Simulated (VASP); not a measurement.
# Pd (Fm-3m) in VASP: single point with PBEsol

Aim: the single point of Pd with PBEsol.

Everything below comes from runs of VASP 6.6.1. Logs are shortened: lines on timing, memory, paths and dates and some standing lists are left out, and cuts for length are marked.

### 1 The cell of the first run

Symmetry: Fm-3m, No. 225, cubic system. Conventional cell: a = 3.893 Å, b = 3.893 Å, c = 3.893 Å, α = 90.00°, β = 90.00°, γ = 90.00°. Pd (site symmetry m-3m) has 12 Pd at 2.75 Å within 3.6 Å.

### 2 Single point, PBEsol

Input file INCAR:

```
SYSTEM = Pd
  PREC = Accurate
  ENCUT = 520
  EDIFF = 1E-7
  ISMEAR = -1
  SIGMA = 0.15
  LREAL = .FALSE.
  LASPH = .TRUE.
  NELM = 60
  ALGO = Normal
  ISIF = 2
  LWAVE = .FALSE.
  LCHARG = .TRUE.
  GGA = PS
  LELF = .TRUE.
  LVHAR = .TRUE.
  NBANDS = 11
```

Input file KPOINTS:

```
Automatic mesh
0
G
  15 15 15
  0 0 0
```

Input file POSCAR:

```
Pd
1.0
    0.0000000000      1.9465000000      1.9465000000
    1.9465000000      0.0000000000      1.9465000000
    1.9465000000      1.9465000000      0.0000000000
Pd
1
Direct
    0.0000000000      0.0000000000      0.0000000000
```

Potentials or basis: VASP PAW PBE potentials, release 64 (Pd).

Started as:

```sh
$ cat potpaw_PBE.64/Pd/POTCAR > POTCAR
$ mpirun -np 1 vasp_std > vasp.out
```

OUTCAR:

```text
SYSTEM = Pd
   PREC = Accurate
   ENCUT = 520
   EDIFF = 1E-7
   ISMEAR = -1
   LREAL = .FALSE.
   LASPH = .TRUE.
   NELM = 60
   ISIF = 2
   GGA = PS

 ion  position               nearest neighbor table
   1  0.000  0.000  0.000-

  LATTYP: Found a face centered cubic cell.
 ALAT       =     3.8930000000

  Lattice vectors:

 A1 = (   0.0000000000,   1.9465000000,   1.9465000000)
 A2 = (   1.9465000000,   0.0000000000,   1.9465000000)
 A3 = (   1.9465000000,   1.9465000000,   0.0000000000)

Analysis of symmetry for initial positions (statically):
=====================================================================
 Subroutine PRICEL returns:
 Original cell was already a primitive cell.

 Routine SETGRP: Setting up the symmetry group for a
 face centered cubic supercell.

 Subroutine GETGRP returns: Found 48 space group operations
 (whereof 48 operations were pure point group operations)
 out of a pool of 48 trial point group operations.

The static configuration has the point symmetry O_h .

Analysis of symmetry for dynamics (positions and initial velocities):
=====================================================================
 Subroutine PRICEL returns:
 Original cell was already a primitive cell.

 Routine SETGRP: Setting up the symmetry group for a
 face centered cubic supercell.

 Subroutine GETGRP returns: Found 48 space group operations
 (whereof 48 operations were pure point group operations)
 out of a pool of 48 trial point group operations.

The dynamic configuration has the point symmetry O_h .

 Subroutine INISYM returns: Found 48 space group operations
 (whereof 48 operations are pure point group operations),
 and found     1 'primitive' translations

----------------------------------------------------------------------------------------

                                     Primitive cell

  volume of cell :      14.7500

  direct lattice vectors                    reciprocal lattice vectors
     0.000000000  1.946500000  1.946500000    -0.256871307  0.256871307  0.256871307
     1.946500000  0.000000000  1.946500000     0.256871307 -0.256871307  0.256871307
     1.946500000  1.946500000  0.000000000     0.256871307  0.256871307 -0.256871307

  length of vectors
     2.752766699  2.752766699  2.752766699     0.444914156  0.444914156  0.444914156

  position of ions in fractional coordinates (direct lattice)
     0.000000000  0.000000000  0.000000000

  ion indices of the primitive-cell ions
   primitive index   ion index
                 1           1

----------------------------------------------------------------------------------------

 KPOINTS: Automatic mesh

Automatic generation of k-mesh.
 Grid dimensions read from file:
 generate k-points for:   15   15   15

 Generating k-lattice:

  Cartesian coordinates                     Fractional coordinates (reciprocal lattice)
    -0.017124754  0.017124754  0.017124754     0.066666667  0.000000000  0.000000000
     0.017124754 -0.017124754  0.017124754     0.000000000  0.066666667  0.000000000
     0.017124754  0.017124754 -0.017124754     0.000000000  0.000000000  0.066666667

  Length of vectors
     0.029660944  0.029660944  0.029660944

  Shift w.r.t. Gamma in fractional coordinates (k-lattice)
     0.000000000  0.000000000  0.000000000

 Subroutine IBZKPT returns following result:
 ===========================================

 Found    120 irreducible k-points:

 Following reciprocal coordinates:
            Coordinates               Weight
  0.000000  0.000000  0.000000      1.000000
  0.066667  0.000000  0.000000      8.000000
  0.133333  0.000000  0.000000      8.000000
  0.200000  0.000000  0.000000      8.000000
  0.266667  0.000000  0.000000      8.000000
  0.333333  0.000000  0.000000      8.000000
[... 16 lines left out ...]
  0.133333  0.133333  0.000000      6.000000
  0.200000  0.133333  0.000000     24.000000
 [... further k-points ...]
   k-points           NKPTS =    120   k-points in BZ     NKDIM =    120   number of bands    NBANDS=     11
   number of dos      NEDOS =    301   number of ions     NIONS =      1
   total plane-waves  NPLWV =   8000
   dimension x,y,z NGX =    20 NGY =   20 NGZ =   20
   dimension x,y,z NGXF=    40 NGYF=   40 NGZF=   40
   ions per type =               1
   NGX,Y,Z   is equivalent  to a cutoff of  12.08, 12.08, 12.08 a.u.
   NGXF,Y,Z  is equivalent  to a cutoff of  24.16, 24.16, 24.16 a.u.
 SYSTEM =  Pd
   PREC   = accura    normal or accurate (medium, high low for compatibility)
   ISTART =      0    job   : 0-new  1-cont  2-samecut
   ICHARG =      2    charge: 1-file 2-atom 10-const
   ISPIN  =      1    spin polarized calculation?
   LNONCOLLINEAR =      F non collinear calculations
   LSORBIT =      F    spin-orbit coupling
   LASPH  =      T    aspherical Exc in radial PAW
   ENCUT  =  520.0 eV  38.22 Ry    6.18 a.u.   5.12  5.12  5.12*2*pi/ulx,y,z
   NELM   =     60;   NELMIN=  2; NELMDL= -5     # of ELM steps
   EDIFF  = 0.1E-06   stopping-criterion for ELM
   LREAL  =      F    real-space projection
   EDIFFG = 0.1E-05   stopping-criterion for IOM
   NSW    =      0    number of steps for IOM
   IBRION =     -1    ionic relax: 0-MD 1-quasi-New 2-CG
   NFREE  =      0    steps in history (QN), initial steepest desc. (CG)
   ISIF   =      2    stress and relaxation
   ISYM   =      2    0-nonsym 1-usesym 2-fastsym
   POTIM  = 0.5000    time-step for ionic-motion
   TEBEG  =    0.0;   TEEND  =   0.0 temperature during run
   PSTRESS=    0.0 pullay stress
   NELECT =      10.0000    total number of electrons
   NUPDOWN=      -1.0000    fix difference up-down
   EMIN   =  10.00;   EMAX   =-10.00  energy-range for DOS
   EFERMI =   0.00;   METHOD = LEGACY
   ISMEAR =    -1;   SIGMA  =   0.15  broadening in eV -4-tet -1-fermi 0-gaus
   EFERMI_NEDOS =   21; number of points for ismear=-14 and -15
   IALGO  =     38    algorithm
   IMIX   =      4    mixing-type and parameters
     AMIX     =   0.40;   BMIX     =  1.00
     AMIX_MAG =   1.60;   BMIX_MAG =  1.00
  volume/ion in A,a.u.               =      14.75        99.54
  Fermi-wavevector in a.u.,A,eV,Ry     =   1.438171  2.717748 28.141404  2.068335
  Thomas-Fermi vector in A             =   2.557167
   LORBIT       =      0    0 simple, 1 ext, 2 COOP (PROOUT), +10 PAW based schemes
   GGA     = PS    functional components
   LHFCALC =     F    Hartree Fock is set to
   AEXX    =    0.0000 exact exchange contribution
   IVDW    =     0    specifies the selected vdW correction
   LEPSILON=     F    determine dielectric tensor
   LRPA    =     F    only Hartree local field effects (RPA)
 non-spin polarized calculation
  energy-cutoff  :      520.00
  volume of cell :       14.75
 maximum number of plane-waves:       411
   NGX = 11   NGY = 11   NGZ = 11

 number of electron      10.0000000 magnetization

 number of electron       9.9999999 magnetization

 Free energy of the ion-electron system (eV)
  ---------------------------------------------------
  ext. energy  EPLUGINS =         0.00000000
  ---------------------------------------------------
  free energy    TOTEN  =        -6.03244961 eV

  energy without entropy =       -5.91471066  energy(sigma->0) =       -5.97358014

 E-fermi :   9.6778     XC(G=0): -13.3809

 val. band max:        9.6756201800   @ k =  -0.3333   0.4000   0.2000
 cond. band min:       9.6777834858   @ k =  -0.3333   0.4000   0.1333
 fundamental gap:      0.0021633058
 Fermi energy:         9.6777714112

 k-point     1 :       0.0000    0.0000    0.0000
  band No.  band energies     occupation
      1       2.3805      2.00000
      2       6.7670      2.00000
      3       6.7670      2.00000
      4       6.7670      2.00000
      5       8.3940      1.99962
      6       8.3940      1.99962
      7      26.7506      0.00000
      8      31.5149      0.00000
      9      31.5149      0.00000
     10      31.5149      0.00000
     11      35.7052      0.00000

 k-point     2 :       0.0667    0.0000    0.0000
  band No.  band energies     occupation
      1       2.5419      2.00000
      2       6.7094      2.00000
      3       6.8231      2.00000
      4       6.8231      2.00000
      5       8.3671      1.99968
      6       8.3671      1.99968
      7      26.9209      0.00000
      8      30.4745      0.00000
      9      31.7006      0.00000
     10      31.7006      0.00000
     11      35.7712      0.00000

 k-point     3 :       0.1333    0.0000    0.0000
  band No.  band energies     occupation
      1       2.9996      2.00000
      2       6.5792      2.00000
      3       6.9585      2.00000
      4       6.9585      2.00000
      5       8.3233      1.99976
      6       8.3233      1.99976
      7      27.1906      0.00000
      8      28.5999      0.00000
      9      32.2126      0.00000
     10      32.2126      0.00000
     11      36.0832      0.00000

 k-point     4 :       0.2000    0.0000    0.0000
  band No.  band energies     occupation
      1       3.6426      2.00000
      2       6.5236      2.00000
      3       7.0674      2.00000
      4       7.0674      2.00000
      5       8.3746      1.99966
      6       8.3746      1.99966
      7      25.8347      0.00000
      8      27.9760      0.00000
      9      32.8805      0.00000
     10      32.8805      0.00000
     11      35.3743      0.00000
[... 239 lines left out ...]
 k-point    22 :      -0.0667    0.0667    0.0000
  band No.  band energies     occupation
      1       2.8035      2.00000
      2       6.5997      2.00000
      3       6.9011      2.00000
      4       6.9410      2.00000
      5       8.2411      1.99986
      6       8.4245      1.99953
      7      27.1615      0.00000
      8      29.5107      0.00000
      9      31.2650      0.00000
     10      32.3523      0.00000
     11      35.7928      0.00000

 k-point    23 :       0.1333    0.1333    0.0000
  band No.  band energies     occupation
      1       3.2072      2.00000
      2       6.3242      2.00000
      3       7.1540      2.00000
      4       7.1540      2.00000
      5       7.9585      1.99998
      6       8.5759      1.99871
      7      27.6432      0.00000
      8      29.5739      0.00000
      9      30.6909      0.00000
     10      30.6909      0.00000
     11      35.7593      0.00000

 k-point    24 :       0.2000    0.1333    0.0000
  band No.  band energies     occupation
      1       3.7060      2.00000
      2       6.1286      2.00000
      3       7.2872      2.00000
      4       7.3418      2.00000
      5       7.9037      1.99999
      6       8.6774      1.99746
      7      27.6023      0.00000
      8      28.3787      0.00000
      9      30.1813      0.00000
     10      30.9974      0.00000
     11      35.6335      0.00000

 [... further k-points ...]
[... 5 lines left out ...]
  --------------------------------------------------------------------------------------
  -------------------------------------------------------------------------------------
  Total       -0.2174771     -0.2174771     -0.2174771     -0.0000000     -0.0000000     -0.0000000
  in kB      -23.6227715    -23.6227715    -23.6227715     -0.0000000     -0.0000000     -0.0000000
  external PRESSURE =     -23.6227715 kB  Pullay stress =       0.0000000 kB

 VOLUME and BASIS-vectors are now :
 -----------------------------------------------------------------------------
  energy-cutoff  :      520.00
  volume of cell :       14.75
      direct lattice vectors                 reciprocal lattice vectors
     0.000000000  1.946500000  1.946500000    -0.256871307  0.256871307  0.256871307
     1.946500000  0.000000000  1.946500000     0.256871307 -0.256871307  0.256871307
     1.946500000  1.946500000  0.000000000     0.256871307  0.256871307 -0.256871307

 POSITION                                       TOTAL-FORCE (eV/Angst)
 -----------------------------------------------------------------------------------
      0.00000      0.00000      0.00000         0.000000     -0.000000      0.000000
 -----------------------------------------------------------------------------------
    total drift:                                0.000000      0.000000      0.000000

  FREE ENERGIE OF THE ION-ELECTRON SYSTEM (eV)
  ---------------------------------------------------
  free  energy   TOTEN  =        -6.0324496147 eV

  energy  without entropy=       -5.9147106576  energy(sigma->0) =       -5.97358014
```

It took 8.3 s on 1 thread of Intel Xeon 6975P-C (Granite Rapids), shared host; peak memory 0.13 GiB.

What came out:

```yaml
Free_energy: -6.0324 eV
Pressure: -2.4 GPa
Band_gap_on_the_k_mesh: zero (band 5 reaches 9.88 eV, above the bottom of band 6 at 8.32 eV)
```

Caveat: the PAW data sets were made with another functional, which shifts forces and pressure a little.
